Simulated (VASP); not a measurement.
Crystal: SnTe.

```
Sn Te
1.0
     0.00000    3.15085    3.15085
     3.15085    0.00000    3.15085
     3.15085    3.15085    0.00000
Sn Te
1 1
Direct
  0.00000 0.00000 0.00000
  0.50000 0.50000 0.50000
```

```yaml
Program: VASP 6.6.1
Task: relaxation of cell and atoms
Functional: r2SCAN
Potentials_or_basis: VASP PAW PBE potentials, release 64 (Sn_d, Te)
Cutoff: 600 eV
k_mesh: 10 × 10 × 10
Occupations: fermi-dirac, width 0.05 eV
Spin: no spin polarisation
```

At the start: pressure 1.6 GPa; volume 31.28 Å³/atom.

Problem. How do energy, volume and symmetry change on relaxing?

Solution. Over 3 steps the energy falls by 4.9 meV/atom and the volume is 32.32 Å³/atom (+3.3 %); space group Fm-3m (No. 225, to 0.05 Å).

The path:
```tsv
step	energy change (eV)	largest force (eV/Å)	pressure (GPa)	volume (Å³)
1	0.0000	0.0000	1.57	62.56
2	-0.0087	0.0000	-0.48	65.37
3	-0.0098	0.0000	0.01	64.64
```

Final structure:
```cif
data_structure
_symmetry_space_group_name_H-M 'P 1'
_symmetry_Int_Tables_number 1
_cell_length_a 4.5048
_cell_length_b 4.5048
_cell_length_c 4.5048
_cell_angle_alpha 60.000
_cell_angle_beta 60.000
_cell_angle_gamma 60.000
_cell_volume 64.64
loop_
_atom_site_label
_atom_site_type_symbol
_atom_site_fract_x
_atom_site_fract_y
_atom_site_fract_z
_atom_site_occupancy
Sn1 Sn 0.00000 0.00000 0.00000 1
Te1 Te 0.50000 0.50000 0.50000 1
```

Caveat: the PAW data sets were made with another functional, which shifts forces and pressure a little.
